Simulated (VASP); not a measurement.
# LiH (Fm-3m) in VASP: notebook, part 2 of 2

VASP 6.6.1. Earlier steps stand in the parts before.

## 3. Single point, PBE

INCAR reads:

```
SYSTEM = LiH
PREC = Accurate
ENCUT = 520
EDIFF = 1E-6
ISMEAR = 0
SIGMA = 0.01
LREAL = .FALSE.
LASPH = .TRUE.
NELM = 100
ALGO = Normal
ISIF = 2
LWAVE = .FALSE.
LCHARG = .FALSE.
GGA = PE
NBANDS = 9
```

KPOINTS reads:

```
regular mesh
0
G
  5 5 5
  0 0 0
```

POSCAR reads:

```
LiH
1.0
    0.0000000000      1.9984726927      1.9984726927
    1.9984726927      0.0000000000      1.9984726927
    1.9984726927      1.9984726927      0.0000000000
Li H
1 1
Direct
    0.0000000000      0.0000000000      0.0000000000
    0.5000000000      0.5000000000      0.5000000000
```

Potentials or basis: VASP PAW PBE potentials, release 64 (Li_sv, H).

On the command line:

```
> cat potpaw_PBE.64/Li_sv/POTCAR potpaw_PBE.64/H/POTCAR > POTCAR
> mpirun -np 1 vasp_std > vasp.out
```

OUTCAR:

```text
SYSTEM = LiH
   PREC = Accurate
   ENCUT = 520
   EDIFF = 1E-6
   ISMEAR = 0
   LREAL = .FALSE.
   LASPH = .TRUE.
   NELM = 100
   ISIF = 2
   GGA = PE

 ion  position               nearest neighbor table
   1  0.000  0.000  0.000-
   2  0.500  0.500  0.500-

  LATTYP: Found a face centered cubic cell.
 ALAT       =     3.9969453854

  Lattice vectors:

 A1 = (   0.0000000000,   1.9984726927,   1.9984726927)
 A2 = (   1.9984726927,   0.0000000000,   1.9984726927)
 A3 = (   1.9984726927,   1.9984726927,   0.0000000000)

Analysis of symmetry for initial positions (statically):
=====================================================================
 Subroutine PRICEL returns:
 Original cell was already a primitive cell.

 Routine SETGRP: Setting up the symmetry group for a
 face centered cubic supercell.

 Subroutine GETGRP returns: Found 48 space group operations
 (whereof 48 operations were pure point group operations)
 out of a pool of 48 trial point group operations.

The static configuration has the point symmetry O_h .

Analysis of symmetry for dynamics (positions and initial velocities):
=====================================================================
 Subroutine PRICEL returns:
 Original cell was already a primitive cell.

 Routine SETGRP: Setting up the symmetry group for a
 face centered cubic supercell.

 Subroutine GETGRP returns: Found 48 space group operations
 (whereof 48 operations were pure point group operations)
 out of a pool of 48 trial point group operations.

The dynamic configuration has the point symmetry O_h .

 Subroutine INISYM returns: Found 48 space group operations
 (whereof 48 operations are pure point group operations),
 and found     1 'primitive' translations

----------------------------------------------------------------------------------------

                                     Primitive cell
[... 99 lines left out ...]
  Thomas-Fermi vector in A             =   2.166276
   LORBIT       =      0    0 simple, 1 ext, 2 COOP (PROOUT), +10 PAW based schemes
   GGA     = PE    functional components
   LHFCALC =     F    Hartree Fock is set to
   AEXX    =    0.0000 exact exchange contribution
   IVDW    =     0    specifies the selected vdW correction
   LEPSILON=     F    determine dielectric tensor
   LRPA    =     F    only Hartree local field effects (RPA)
 non-spin polarized calculation
 Gauss-broadening in eV      SIGMA  =   0.01
  energy-cutoff  :      520.00
  volume of cell :       15.96
 maximum number of plane-waves:       444
 NGX is ok and might be reduce to    24
   NGX = 11   NGY = 11   NGZ = 11

 number of electron       3.9999996 magnetization

 Free energy of the ion-electron system (eV)
  ---------------------------------------------------
  ext. energy  EPLUGINS =         0.00000000
  ---------------------------------------------------
  free energy    TOTEN  =        -6.12738807 eV

  energy without entropy =       -6.12738807  energy(sigma->0) =       -6.12738807

 E-fermi :  -0.0511     XC(G=0):  -8.5392

 val. band max:       -0.1581230628   @ k =  -0.4000   0.4000   0.0000
 cond. band min:       3.8445606662   @ k =  -0.4000   0.4000   0.0000
 fundamental gap:      4.0026837289
 Fermi energy:        -0.0510632408

 k-point     1 :       0.0000    0.0000    0.0000
  band No.  band energies     occupation
      1     -44.1513      2.00000
      2      -5.3337      2.00000
      3      16.3402      0.00000
      4      18.1121      0.00000
      5      18.1121      0.00000
      6      18.1121      0.00000
      7      22.8440      0.00000
      8      22.8440      0.00000
      9      22.8440      0.00000
[... 97 lines left out ...]
 k-point    10 :      -0.4000    0.4000    0.2000
  band No.  band energies     occupation
      1     -44.0925      2.00000
      2      -0.9952      2.00000
      3       5.8643      0.00000
      4       6.7759      0.00000
      5      12.3927      0.00000
      6      17.5691      0.00000
      7      22.0646      0.00000
      8      26.2113      0.00000
      9      29.4162      0.00000

------------------------ aborting loop because EDIFF is reached ----------------------------------------

  FORCE on cell =-STRESS in cart. coord.  units (eV):
  Direction    XX          YY          ZZ          XY          YZ          ZX
  --------------------------------------------------------------------------------------
  -------------------------------------------------------------------------------------
  Total        0.0024995      0.0024995      0.0024995      0.0000000      0.0000000     -0.0000000
  in kB        0.2508651      0.2508651      0.2508651      0.0000000      0.0000000     -0.0000000
  external PRESSURE =       0.2508651 kB  Pullay stress =       0.0000000 kB

 VOLUME and BASIS-vectors are now :
 -----------------------------------------------------------------------------
  energy-cutoff  :      520.00
  volume of cell :       15.96
      direct lattice vectors                 reciprocal lattice vectors
     0.000000000  1.998472693  1.998472693    -0.250191059  0.250191059  0.250191059
     1.998472693  0.000000000  1.998472693     0.250191059 -0.250191059  0.250191059
     1.998472693  1.998472693  0.000000000     0.250191059  0.250191059 -0.250191059

 POSITION                                       TOTAL-FORCE (eV/Angst)
 -----------------------------------------------------------------------------------
      0.00000      0.00000      0.00000         0.000000      0.000000      0.000000
      1.99847      1.99847      1.99847        -0.000000     -0.000000     -0.000000
 -----------------------------------------------------------------------------------
    total drift:                                0.000000     -0.000000     -0.000000

  FREE ENERGIE OF THE ION-ELECTRON SYSTEM (eV)
  ---------------------------------------------------
  free  energy   TOTEN  =        -6.1273880669 eV

  energy  without entropy=       -6.1273880669  energy(sigma->0) =       -6.12738807
```

It took 2.5 s on 1 thread of Intel Xeon Platinum 8488C (Sapphire Rapids), shared host; peak memory 0.12 GiB.

Results:

```yaml
Free_energy: -6.1274 eV
Band_gap_on_the_k_mesh: 4.00 eV
```

Caveat: the k points lie up to 0.54 Å⁻¹ apart; the cutoff is under 1.25 times the usual one of these potentials, so pressure, stress and relaxed cells hold a basis-set (Pulay) error; an odd mesh through Γ misses points on the zone boundary, where band edges can lie. A hybrid or GW would open this gap; PBE tends to underestimate it.

## 4. Single point, PBE

INCAR reads:

```
SYSTEM = LiH
PREC     = Accurate       ! precision mode
ENCUT    = 520            ! plane-wave cutoff, eV
EDIFF    = 1E-6           ! SCF threshold, eV
ISMEAR   = 0              ! smearing method
SIGMA    = 0.01           ! smearing width, eV
LREAL    = .FALSE.        ! projectors in reciprocal space
LASPH    = .TRUE.         ! aspherical terms in the spheres
NELM     = 80             ! most SCF steps
ALGO     = Normal         ! electronic algorithm
ISIF     = 2              ! what is computed and relaxed
LWAVE    = .FALSE.        ! write WAVECAR
LCHARG   = .FALSE.        ! write CHGCAR
GGA      = PE             ! functional
NBANDS   = 9              ! bands
```

KPOINTS reads:

```
Automatic mesh
0
G
  8 8 8
  0 0 0
```

POSCAR is that of step 3.

On the command line:

```
> cat potpaw_PBE.64/Li_sv/POTCAR potpaw_PBE.64/H/POTCAR > POTCAR
> mpirun -np 1 vasp_std > vasp.out
```

It took 4.3 s on 1 thread of Intel Xeon Platinum 8488C (Sapphire Rapids), shared host; peak memory 0.13 GiB.

Results (log left out):

| Item | Value |
| --- | --- |
| Free energy | -6.1268 eV |
| Band gap on the k mesh | 2.97 eV |

Levels at points of the mesh, in eV from the valence-band top:
```csv
k point,band 1,band 2,band 3,band 4,band 5,band 6,band 7
"(0.00, 0.00, 0.00)",-44.28,-5.47,16.21,17.98,17.98,17.98,22.71
"(0.50, 0.00, 0.00)",-44.24,-2.65,4.94,13.74,16.58,16.58,19.16
"(0.50, 0.50, 0.00)",-44.22,0.00,2.97,10.86,10.86,14.03,17.40
```

Caveat: the cutoff is under 1.25 times the usual one of these potentials, so pressure, stress and relaxed cells hold a basis-set (Pulay) error. Expect the measured gap to be larger: semilocal functionals such as PBE lack the derivative discontinuity.

## 5. Single point, PBE

INCAR reads:

```
ALGO = Normal
EDIFF = 1E-6
ENCUT = 520
GGA = PE
ISIF = 2
ISMEAR = 0
LASPH = True
LCHARG = False
LREAL = False
LWAVE = False
NBANDS = 9
NELM = 80
PREC = Accurate
SIGMA = 0.01
```

KPOINTS reads:

```
k-points
0
Gamma
  8 8 8
```

POSCAR is that of step 4.

On the command line:

```
> cat potpaw_PBE.64/Li_sv/POTCAR potpaw_PBE.64/H/POTCAR > POTCAR
> mpirun -np 1 vasp_std > vasp.out
```

Wall time 4.1 s (1 thread of Intel Xeon Platinum 8488C (Sapphire Rapids), shared host); peak memory 0.13 GiB.

It converged, with:

```yaml
Free_energy: -6.1268 eV
Band_gap_on_the_k_mesh: 2.97 eV
```

Levels at points of the mesh, in eV from the valence-band top:
```tsv
k point	band 1	band 2	band 3	band 4	band 5	band 6
(0.00, 0.00, 0.00)	-44.28	-5.47	16.21	17.98	17.98	17.98
(0.50, 0.00, 0.00)	-44.24	-2.65	4.94	13.74	16.58	16.58
(0.50, 0.50, 0.00)	-44.22	0.00	2.97	10.86	10.86	14.03
```

Caveat: the cutoff is under 1.25 times the usual one of these potentials, so pressure, stress and relaxed cells hold a basis-set (Pulay) error.

## 6. Overview

| k mesh | gap on the mesh (eV) |
| --- | --- |
| 4 × 4 × 4 | 2.96 |
| 5 × 5 × 5 | 4.00 |
| 8 × 8 × 8 | 2.97 |

Alike in all rows: task single point; level PBE; potentials or basis VASP PAW PBE potentials, release 64 (Li_sv, H); no spin polarisation; cell as given; cutoff (eV) 520; smearing gaussian 0.01 eV.

Caveats: some runs use coarse meshes; the cutoff is under 1.25 times the usual one of these potentials, so pressure, stress and relaxed cells hold a basis-set (Pulay) error; an odd mesh through Γ misses points on the zone boundary, where band edges can lie (at least some runs).

Absolute energies hang on the potentials; compare differences alone.
